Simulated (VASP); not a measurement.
A run of VASP 6.6.1:

File INCAR:

```
  PREC = Accurate
  ENCUT = 520
  EDIFF = 1E-6
  ISMEAR = -1
  SIGMA = 0.08
  LREAL = False
  LASPH = True
  NELM = 60
  ALGO = Normal
  ISIF = 2
  LWAVE = False
  LCHARG = False
  GGA = CA
  NBANDS = 33
```

The input KPOINTS:

```
Automatic mesh
0
Gamma
  13 13 13
```

File POSCAR:

```
TiO2
1.0
   -1.9492750000      1.9492750000      4.7570000000
    1.9492750000     -1.9492750000      4.7570000000
    1.9492750000      1.9492750000     -4.7570000000
Ti O
2 4
Direct
    0.0000000000      0.0000000000      0.0000000000
    0.7500000000      0.2500000000      0.5000000000
    0.2066000000      0.2066000000      0.0000000000
    0.9566000000      0.4566000000      0.5000000000
    0.5434000000      0.0434000000      0.5000000000
    0.7934000000      0.7934000000      0.0000000000
```

Potentials or basis: VASP PAW LDA potentials, release 64 (Ti_sv, O).

Command:

```sh
$ cat potpaw_LDA.64/Ti_sv/POTCAR potpaw_LDA.64/O/POTCAR > POTCAR
$ mpirun -np 1 vasp_std > vasp.out
```

Hardware: 1 thread of Intel(R) Xeon(R) 6975P-C (Granite Rapids) (shared host).

**Question.** How long does it take, and how much memory?

**Answer.** It took 7.8 min on 1 thread of Intel(R) Xeon(R) 6975P-C (Granite Rapids), with other jobs on the host, peak memory 0.47 GiB. Counts: scf iterations 16, k points 196.
